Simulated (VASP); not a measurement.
Wanted: the native input for a VASP 6.6.1 run.

- Task: single point
- Functional: PBE
- Potentials or basis: VASP PAW PBE potentials, release 64 (Ta_pv)
- Cutoff: 520 eV
- k mesh: 18 × 18 × 18
- Occupations: gaussian, width 0.15 eV
- Spin: no spin polarisation
- Dipole correction: no
- Further INCAR settings: ALGO = Fast; EDIFF = 1e-07; NBANDS = 12

The structure of Ta lies in POSCAR:

```
Ta
1.0
   -1.6138477708      1.6594835689      1.4727916674
    1.6138477708     -1.6594835689      1.4727916674
    1.6138477708      1.6594835689     -1.4727916674
Ta
1
Direct
    0.0000000000      0.0000000000      0.0000000000
```

This cell differs from its parent crystal: normal strain along x -0.0275, normal strain along z -0.1125.

These files were run (other wordings do the same):

INCAR

```
PREC = Accurate
ENCUT = 520
EDIFF = 1E-7
ISMEAR = 0
SIGMA = 0.15
LREAL = False
LASPH = True
NELM = 100
ALGO = Fast
ISIF = 2
LWAVE = False
LCHARG = False
GGA = PE
NBANDS = 12
```

KPOINTS

```
Automatic mesh
0
Gamma
  18 18 18
```

Potentials or basis: VASP PAW PBE potentials, release 64 (Ta_pv).

Run with:

```bash
$ cat potpaw_PBE.64/Ta_pv/POTCAR > POTCAR
$ mpirun -np 1 vasp_std > vasp.out
```

It gave:

- Pressure: 39.7 GPa

Caveat: the cell differs from its parent crystal (normal strain along x -0.0275, normal strain along z -0.1125).

Run time: 100 s on 1 thread of Intel Xeon 6975P-C, on a shared host, peak memory 0.26 GiB.
